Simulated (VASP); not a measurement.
# Mo3N in VASP: further runs

Runs on Mo3N. Level: PBE. Tasks: single point.

Everything below comes from runs of VASP 6.6.1. Logs are shortened: lines on timing, memory, paths and dates and some standing lists are left out, and cuts for length are marked.

## (1) The cell of the first run

The cell holds a slab with vacuum, 8 atoms: a = 4.470 Å, b = 4.470 Å, c = 20.860 Å, α = 90.00°, β = 90.00°, γ = 120.00°.

## (2) Single point, PBE

INCAR reads:

```
ALGO = Normal
DIPOL = 0.5 0.5 0.343
EDIFF = 1E-7
ENCUT = 520
GGA = PE
IDIPOL = 3
ISIF = 2
ISMEAR = 0
LASPH = True
LCHARG = True
LDIPOL = True
LELF = True
LREAL = False
LVACPOTAV = True
LVHAR = True
LWAVE = False
NBANDS = 57
NELM = 80
PREC = Accurate
SIGMA = 0.1
```

KPOINTS reads:

```
k-points
0
Gamma
  6 6 1
```

POSCAR reads:

```
Mo3N
1.0
    4.4695765303      0.0000000000      0.0000000000
   -2.2347882651      3.8707668194      0.0000000000
    0.0000000000      0.0000000000     20.8595667262
Mo N
6 2
Direct
    0.6666666667      0.3333333333      0.1917585371
    0.3333333333      0.6666666667      0.2354961900
    0.0000000000      0.0000000000      0.2792338429
    0.6666666667      0.3333333333      0.3191171057
    0.3333333333      0.6666666667      0.3580407041
    0.0000000000      0.0000000000      0.3959606081
    0.0000000000      0.4444444444      0.4563703290
    0.0000000000      0.4444444444      0.5112346481
```

Potentials or basis: VASP PAW PBE potentials, release 64 (Mo_sv, N).

Started as:

```console
cat potpaw_PBE.64/Mo_sv/POTCAR potpaw_PBE.64/N/POTCAR > POTCAR
mpirun -np 1 vasp_std > vasp.out
```

OUTCAR:

```text
EDIFF = 1E-7
   ENCUT = 520
   GGA = PE
   ISIF = 2
   ISMEAR = 0
   LASPH = True
   LREAL = False
   NELM = 80
   PREC = Accurate

 ion  position               nearest neighbor table
   1  0.667  0.333  0.192-   4 2.66   2 2.74   2 2.74   2 2.74   3 3.16   3 3.16   3 3.16
   2  0.333  0.667  0.235-   5 2.56   3 2.74   1 2.74   1 2.74   3 2.74   3 2.74   1 2.74   4 3.11
                             4 3.11   4 3.11
   3  0.000  0.000  0.279-   6 2.43   4 2.71   4 2.71   4 2.71   2 2.74   2 2.74   2 2.74   5 3.06
                             5 3.06   5 3.06   1 3.16   1 3.16   1 3.16
   4  0.667  0.333  0.319-   1 2.66   5 2.71   5 2.71   5 2.71   3 2.71   3 2.71   3 2.71   6 3.04
                             6 3.04   6 3.04   2 3.11   2 3.11   2 3.11
   5  0.333  0.667  0.358-   7 2.44   2 2.56   6 2.70   6 2.70   6 2.70   4 2.71   4 2.71   4 2.71
                             3 3.06   3 3.06   3 3.06
   6  0.000  0.000  0.396-   7 2.35   3 2.43   5 2.70   5 2.70   5 2.70   4 3.04   4 3.04   4 3.04

   7  0.000  0.444  0.456-   8 1.14   6 2.35   5 2.44
   8  0.000  0.444  0.511-   7 1.14

  LATTYP: Found a hexagonal cell.
 ALAT       =     4.4695765303
 C/A-ratio  =     4.6670118712

  Lattice vectors:

 A1 = (   4.4695765303,   0.0000000000,   0.0000000000)
 A2 = (  -2.2347882651,   3.8707668194,   0.0000000000)
 A3 = (   0.0000000000,   0.0000000000,  20.8595667262)

Analysis of symmetry for initial positions (statically):
=====================================================================
 Subroutine PRICEL returns:
 Original cell was already a primitive cell.

 Routine SETGRP: Setting up the symmetry group for a
 hexagonal supercell.

 Subroutine GETGRP returns: Found  1 space group operations
 (whereof  1 operations were pure point group operations)
 out of a pool of 24 trial point group operations.

The static configuration has the point symmetry C_1 .

Analysis of symmetry for dynamics (positions and initial velocities):
=====================================================================
 Subroutine PRICEL returns:
 Original cell was already a primitive cell.

 Routine SETGRP: Setting up the symmetry group for a
 hexagonal supercell.

 Subroutine GETGRP returns: Found  1 space group operations
 (whereof  1 operations were pure point group operations)
 out of a pool of 24 trial point group operations.

The dynamic configuration has the point symmetry C_1 .

 Subroutine INISYM returns: Found  1 space group operations
 (whereof  1 operations are pure point group operations),
 and found     1 'primitive' translations

----------------------------------------------------------------------------------------

                                     Primitive cell

  volume of cell :     360.8849

  direct lattice vectors                    reciprocal lattice vectors
     4.469576530  0.000000000  0.000000000     0.223734842  0.129173371  0.000000000
    -2.234788265  3.870766819  0.000000000     0.000000000  0.258346743  0.000000000
     0.000000000  0.000000000 20.859566726     0.000000000  0.000000000  0.047939634

  length of vectors
     4.469576530  4.469576530 20.859566726     0.258346743  0.258346743  0.047939634

  position of ions in fractional coordinates (direct lattice)
     0.666666667  0.333333333  0.191758537
     0.333333333  0.666666667  0.235496190
     0.000000000  0.000000000  0.279233843
     0.666666667  0.333333333  0.319117106
     0.333333333  0.666666667  0.358040704
     0.000000000  0.000000000  0.395960608
     0.000000000  0.444444444  0.456370329
     0.000000000  0.444444444  0.511234648

  ion indices of the primitive-cell ions
   primitive index   ion index
                 1           1
                 2           2
                 3           3
                 4           4
                 5           5
                 6           6
                 7           7
                 8           8

----------------------------------------------------------------------------------------

 KPOINTS: k-points

Automatic generation of k-mesh.
 Grid dimensions read from file:
 generate k-points for:    6    6    1

 Generating k-lattice:

  Cartesian coordinates                     Fractional coordinates (reciprocal lattice)
     0.037289140  0.021528895  0.000000000     0.166666667  0.000000000  0.000000000
     0.000000000  0.043057790  0.000000000     0.000000000  0.166666667  0.000000000
     0.000000000  0.000000000  0.047939634     0.000000000  0.000000000  1.000000000

  Length of vectors
     0.043057790  0.043057790  0.047939634

  Shift w.r.t. Gamma in fractional coordinates (k-lattice)
     0.000000000  0.000000000  0.000000000

 Subroutine IBZKPT returns following result:
 ===========================================

 Found     20 irreducible k-points:

 Following reciprocal coordinates:
            Coordinates               Weight
  0.000000  0.000000  0.000000      1.000000
  0.166667 -0.000000  0.000000      2.000000
  0.000000  0.166667  0.000000      2.000000
 -0.166667  0.166667  0.000000      2.000000
  0.333333  0.000000  0.000000      2.000000
  0.000000  0.333333  0.000000      2.000000
[... 12 lines left out ...]
  0.500000 -0.166667  0.000000      2.000000
  0.333333  0.333333  0.000000      2.000000
   k-points           NKPTS =     20   k-points in BZ     NKDIM =     20   number of bands    NBANDS=     57
   number of dos      NEDOS =    301   number of ions     NIONS =      8
   total plane-waves  NPLWV = 207360
   dimension x,y,z NGX =    36 NGY =   36 NGZ =  160
   dimension x,y,z NGXF=    72 NGYF=   72 NGZF=  320
   ions per type =               6   2
   NGX,Y,Z   is equivalent  to a cutoff of  13.39, 13.39, 12.75 a.u.
   NGXF,Y,Z  is equivalent  to a cutoff of  26.78, 26.78, 25.50 a.u.
 SYSTEM =  unknown system
   PREC   = accura    normal or accurate (medium, high low for compatibility)
   ISTART =      0    job   : 0-new  1-cont  2-samecut
   ICHARG =      2    charge: 1-file 2-atom 10-const
   ISPIN  =      1    spin polarized calculation?
   LNONCOLLINEAR =      F non collinear calculations
   LSORBIT =      F    spin-orbit coupling
   LASPH  =      T    aspherical Exc in radial PAW
   ENCUT  =  520.0 eV  38.22 Ry    6.18 a.u.   8.31  8.31 38.78*2*pi/ulx,y,z
   NELM   =     80;   NELMIN=  2; NELMDL= -5     # of ELM steps
   EDIFF  = 0.1E-06   stopping-criterion for ELM
   LREAL  =      F    real-space projection
   EDIFFG = 0.1E-05   stopping-criterion for IOM
   NSW    =      0    number of steps for IOM
   IBRION =     -1    ionic relax: 0-MD 1-quasi-New 2-CG
   NFREE  =      0    steps in history (QN), initial steepest desc. (CG)
   ISIF   =      2    stress and relaxation
   ISYM   =      2    0-nonsym 1-usesym 2-fastsym
   POTIM  = 0.5000    time-step for ionic-motion
   TEBEG  =    0.0;   TEEND  =   0.0 temperature during run
   PSTRESS=    0.0 pullay stress
   NELECT =      94.0000    total number of electrons
   NUPDOWN=      -1.0000    fix difference up-down
   EMIN   =  10.00;   EMAX   =-10.00  energy-range for DOS
   EFERMI =   0.00;   METHOD = LEGACY
   ISMEAR =     0;   SIGMA  =   0.10  broadening in eV -4-tet -1-fermi 0-gaus
   EFERMI_NEDOS =   21; number of points for ismear=-14 and -15
   IALGO  =     38    algorithm
   IMIX   =      4    mixing-type and parameters
     AMIX     =   0.40;   BMIX     =  1.00
     AMIX_MAG =   1.60;   BMIX_MAG =  1.00
  volume/ion in A,a.u.               =      45.11       304.42
  Fermi-wavevector in a.u.,A,eV,Ry     =   1.045509  1.975726 14.872388  1.093090
  Thomas-Fermi vector in A             =   2.180308
   LORBIT       =      0    0 simple, 1 ext, 2 COOP (PROOUT), +10 PAW based schemes
   GGA     = PE    functional components
   LHFCALC =     F    Hartree Fock is set to
   AEXX    =    0.0000 exact exchange contribution
   IVDW    =     0    specifies the selected vdW correction
   LEPSILON=     F    determine dielectric tensor
   LRPA    =     F    only Hartree local field effects (RPA)
 non-spin polarized calculation
 Gauss-broadening in eV      SIGMA  =   0.10
  energy-cutoff  :      520.00
  volume of cell :      360.88
 maximum number of plane-waves:      9745
 NGX is ok and might be reduce to    36
   NGX = 17   NGY = 17   NGZ = 77

 dipolmoment           0.000000      0.000000     -0.007810 electrons x Angstroem

 number of electron      94.0000012 magnetization

 dipolmoment           0.000000      0.000000      0.103707 electrons x Angstroem

 Free energy of the ion-electron system (eV)
  ---------------------------------------------------
  ext. energy  EPLUGINS =         0.00000000
  ---------------------------------------------------
  free energy    TOTEN  =       -75.25988823 eV

  energy without entropy =      -75.21924709  energy(sigma->0) =      -75.23956766

 E-fermi :   0.7363     XC(G=0):  -5.0951

 val. band max:        0.7313681404   @ k =   0.5000   0.0000   0.0000
 cond. band min:       0.7388217726   @ k =   0.3333   0.1667   0.0000
 fundamental gap:      0.0074536322
 Fermi energy:         0.7362863726

 k-point     1 :       0.0000    0.0000    0.0000
  band No.  band energies     occupation
      1     -60.4496      2.00000
      2     -60.2295      2.00000
      3     -60.1613      2.00000
      4     -60.1078      2.00000
      5     -59.9855      2.00000
      6     -59.9244      2.00000
[... 49 lines left out ...]
     56       2.7533      0.00000
     57       2.7925      0.00000

 k-point     2 :       0.1667   -0.0000    0.0000
  band No.  band energies     occupation
      1     -60.4282      2.00000
      2     -60.2306      2.00000
      3     -60.1707      2.00000
      4     -60.1036      2.00000
      5     -59.9906      2.00000
      6     -59.9356      2.00000
[... 49 lines left out ...]
     56       2.7265      0.00000
     57       2.9019      0.00000

 k-point     3 :       0.0000    0.1667    0.0000
  band No.  band energies     occupation
      1     -60.4282      2.00000
      2     -60.2306      2.00000
      3     -60.1706      2.00000
      4     -60.1036      2.00000
      5     -59.9907      2.00000
      6     -59.9356      2.00000
[... 954 lines left out ...]
      1     -60.3267      2.00000
      2     -60.2628      2.00000
      3     -60.2132      2.00000
      4     -60.0731      2.00000
      5     -60.0096      2.00000
      6     -59.9772      2.00000
[... 49 lines left out ...]
     56       2.3593      0.00000
     57       2.5469      0.00000

 k-point    20 :       0.3333    0.3333    0.0000
  band No.  band energies     occupation
      1     -60.2880      2.00000
      2     -60.2684      2.00000
      3     -60.2428      2.00000
      4     -60.0616      2.00000
      5     -60.0163      2.00000
      6     -59.9860      2.00000
[... 49 lines left out ...]
     56       2.3949      0.00000
     57       2.5107      0.00000

------------------------ aborting loop because EDIFF is reached ----------------------------------------

  FORCE on cell =-STRESS in cart. coord.  units (eV):
  Direction    XX          YY          ZZ          XY          YZ          ZX
  --------------------------------------------------------------------------------------
  -------------------------------------------------------------------------------------
  Total       -4.7682155     -4.5798486     -0.0448883     -0.1071137      0.8752686      1.3280715
  in kB      -21.1688754    -20.3326054     -0.1992850     -0.4755397      3.8858254      5.8960799
  external PRESSURE =     -13.9002553 kB  Pullay stress =       0.0000000 kB

 VOLUME and BASIS-vectors are now :
 -----------------------------------------------------------------------------
  energy-cutoff  :      520.00
  volume of cell :      360.88
      direct lattice vectors                 reciprocal lattice vectors
     4.469576530  0.000000000  0.000000000     0.223734842  0.129173371  0.000000000
    -2.234788265  3.870766819  0.000000000     0.000000000  0.258346743  0.000000000
     0.000000000  0.000000000 20.859566726     0.000000000  0.000000000  0.047939634

 POSITION                                       TOTAL-FORCE (eV/Angst)
 -----------------------------------------------------------------------------------
      2.23479      1.29026      4.00000        -0.050935     -0.070351      1.818054
     -0.00000      2.58051      4.91235         0.063572      0.026247     -0.612801
      0.00000      0.00000      5.82470        -0.227550     -0.070804     -1.482606
      2.23479      1.29026      6.65664        -0.120828     -0.107792     -0.947668
     -0.00000      2.58051      7.46857        -0.302988     -0.087765      0.689155
      0.00000      0.00000      8.25957         0.025976      0.155807      0.526757
     -0.99324      1.72034      9.51969         0.993842      0.107587     -0.986816
     -0.99324      1.72034     10.66413        -0.381089      0.047071      0.995924
 -----------------------------------------------------------------------------------
    total drift:                                0.000000      0.000002      0.000784

  FREE ENERGIE OF THE ION-ELECTRON SYSTEM (eV)
  ---------------------------------------------------
  free  energy   TOTEN  =       -75.2598882255 eV

  energy  without entropy=      -75.2192470920  energy(sigma->0) =      -75.23956766

 vacuum level on the upper side and lower side of the slab         5.447         4.362
```

Wall time 9.7 min (1 thread of Intel Xeon 6975P-C (Granite Rapids), shared host); peak memory 0.65 GiB.

What came out:

| Quantity | Value |
| --- | --- |
| Free energy | -75.2599 eV |
| Largest force | 1.820 eV/Å |
| Band gap on the k mesh | zero (bands 47 and 48 overlap by 0.09 eV) |

Forces on the atoms (eV/Å):
```
Mo  -0.051 -0.070  1.818
Mo   0.064  0.026 -0.613
Mo  -0.228 -0.071 -1.483
Mo  -0.121 -0.108 -0.948
Mo  -0.303 -0.088  0.689
Mo   0.026  0.156  0.527
N    0.994  0.108 -0.987
N   -0.381  0.047  0.996
```

Levels at points of the mesh, in eV from the Fermi level:
| k point | band 43 | band 44 | band 45 | band 46 | band 47 | band 48 | band 49 | band 50 | band 51 | band 52 |
| --- | --- | --- | --- | --- | --- | --- | --- | --- | --- | --- |
| (0.00, 0.00, 0.00) | -1.40 | -1.21 | -1.21 | -1.10 | -0.61 | 0.05 | 0.79 | 0.85 | 1.19 | 1.20 |
| (0.50, 0.00, 0.00) | -1.36 | -1.18 | -0.58 | -0.22 | -0.04 | 0.00 | 0.23 | 0.38 | 1.16 | 1.24 |
| (0.00, 0.50, 0.00) | -1.51 | -1.27 | -0.72 | -0.23 | -0.09 | 0.01 | 0.41 | 0.97 | 1.07 | 1.20 |
| (0.50, 0.50, 0.00) | -1.49 | -1.23 | -0.72 | -0.19 | -0.03 | 0.01 | 0.51 | 0.66 | 1.12 | 1.25 |

Caveat: the standard files for N, O and F lose accuracy on very short bonds.

## (3) Single point, PBE

INCAR reads:

```
SYSTEM = Mo3N
PREC = Accurate
ENCUT = 520
EDIFF = 1E-6
ISMEAR = 0
SIGMA = 0.1
LREAL = .FALSE.
LASPH = .TRUE.
NELM = 80
ALGO = Normal
ISIF = 2
LWAVE = .FALSE.
LCHARG = .FALSE.
LDIPOL = .TRUE.
IDIPOL = 3
DIPOL = 0.5 0.5 0.349
GGA = PE
NBANDS = 57
```

KPOINTS reads:

```
regular mesh
0
G
  6 6 1
  0 0 0
```

POSCAR, as its differences from that of step 2:

```diff
@@ -14,3 +14,3 @@
     0.0000000000      0.0000000000      0.3959606081
-    0.0000000000      0.4444444444      0.4563703290
-    0.0000000000      0.4444444444      0.5112346481
+    0.0000000000      0.6666666667      0.4787916019
+    0.0000000000      0.6666666667      0.5327704050
```

Potentials or basis: VASP PAW PBE potentials, release 64 (Mo_sv, N).

Started as:

```console
cat potpaw_PBE.64/Mo_sv/POTCAR potpaw_PBE.64/N/POTCAR > POTCAR
mpirun -np 1 vasp_std > vasp.out
```

OUTCAR:

```text
SYSTEM = Mo3N
   PREC = Accurate
   ENCUT = 520
   EDIFF = 1E-6
   ISMEAR = 0
   LREAL = .FALSE.
   LASPH = .TRUE.
   NELM = 80
   ISIF = 2
   GGA = PE

 ion  position               nearest neighbor table
   1  0.667  0.333  0.192-   4 2.66   2 2.74   2 2.74   2 2.74   3 3.16   3 3.16   3 3.16
   2  0.333  0.667  0.235-   5 2.56   3 2.74   1 2.74   1 2.74   3 2.74   3 2.74   1 2.74   4 3.11
                             4 3.11   4 3.11
   3  0.000  0.000  0.279-   6 2.43   4 2.71   4 2.71   4 2.71   2 2.74   2 2.74   2 2.74   5 3.06
                             5 3.06   5 3.06   1 3.16   1 3.16   1 3.16
   4  0.667  0.333  0.319-   1 2.66   5 2.71   5 2.71   5 2.71   3 2.71   3 2.71   3 2.71   6 3.04
                             6 3.04   6 3.04   2 3.11   2 3.11   2 3.11
   5  0.333  0.667  0.358-   2 2.56   6 2.70   6 2.70   6 2.70   4 2.71   4 2.71   4 2.71   3 3.06
                             3 3.06   3 3.06
   6  0.000  0.000  0.396-   7 2.28   3 2.43   5 2.70   5 2.70   5 2.70   4 3.04   4 3.04   4 3.04

   7  0.000  0.667  0.479-   8 1.13   6 2.28
   8  0.000  0.667  0.533-   7 1.13

[... 207 lines left out ...]
      3     -60.0571      2.00000
      4     -60.0357      2.00000
      5     -59.8853      2.00000
      6     -59.8355      2.00000
[... 1189 lines left out ...]
     56       2.3529      0.00000
     57       2.6280      0.00000

------------------------ aborting loop because EDIFF is reached ----------------------------------------

 vacuum level on the upper side and lower side of the slab       (xc-potential included)         0.319        -0.693

  FORCE on cell =-STRESS in cart. coord.  units (eV):
  Direction    XX          YY          ZZ          XY          YZ          ZX
  --------------------------------------------------------------------------------------
  -------------------------------------------------------------------------------------
  Total       -5.0078679     -5.1951033      0.6850238      0.2631171      0.6863266     -0.1462605
  in kB      -22.2328317    -23.0640781      3.0412181      1.1681296      3.0470019     -0.6493352
  external PRESSURE =     -14.0852305 kB  Pullay stress =       0.0000000 kB

 VOLUME and BASIS-vectors are now :
 -----------------------------------------------------------------------------
  energy-cutoff  :      520.00
  volume of cell :      360.88
      direct lattice vectors                 reciprocal lattice vectors
     4.469576530  0.000000000  0.000000000     0.223734842  0.129173371  0.000000000
    -2.234788265  3.870766819  0.000000000     0.000000000  0.258346743  0.000000000
     0.000000000  0.000000000 20.859566726     0.000000000  0.000000000  0.047939634

 POSITION                                       TOTAL-FORCE (eV/Angst)
 -----------------------------------------------------------------------------------
      2.23479      1.29026      4.00000        -0.035299      0.069715      1.622007
     -0.00000      2.58051      4.91235        -0.056347     -0.034120     -0.286647
      0.00000      0.00000      5.82470         0.024788     -0.203892     -1.828566
      2.23479      1.29026      6.65664         0.041041      0.135322     -0.532070
     -0.00000      2.58051      7.46857         0.171278     -0.102126      0.042834
      0.00000      0.00000      8.25957         0.182877     -0.465265      0.978520
     -1.48986      2.58051      9.98739        -0.633999      1.069995     -1.287573
     -1.48986      2.58051     11.11336         0.305661     -0.469630      1.291495
 -----------------------------------------------------------------------------------
    total drift:                                0.000002      0.000035      0.001313

  FREE ENERGIE OF THE ION-ELECTRON SYSTEM (eV)
  ---------------------------------------------------
  free  energy   TOTEN  =       -75.5200318978 eV

  energy  without entropy=      -75.4792604919  energy(sigma->0) =      -75.49964619

 vacuum level on the upper side and lower side of the slab         5.205         4.164
```

It took 9.4 min on 1 thread of Intel Xeon 6975P-C (Granite Rapids), shared host; peak memory 0.65 GiB.

Results:

- Free energy: -75.5200 eV
- Largest force: 1.840 eV/Å
- Band gap on the k mesh: zero (filled and empty bands overlap)

Forces on the atoms (eV/Å):
```
Mo  -0.035  0.070  1.622
Mo  -0.056 -0.034 -0.287
Mo   0.025 -0.204 -1.829
Mo   0.041  0.135 -0.532
Mo   0.171 -0.102  0.043
Mo   0.183 -0.465  0.979
N   -0.634  1.070 -1.288
N    0.306 -0.470  1.291
```

Caveat: the standard files for N, O and F lose accuracy on very short bonds.

[end of part 1 of 2]
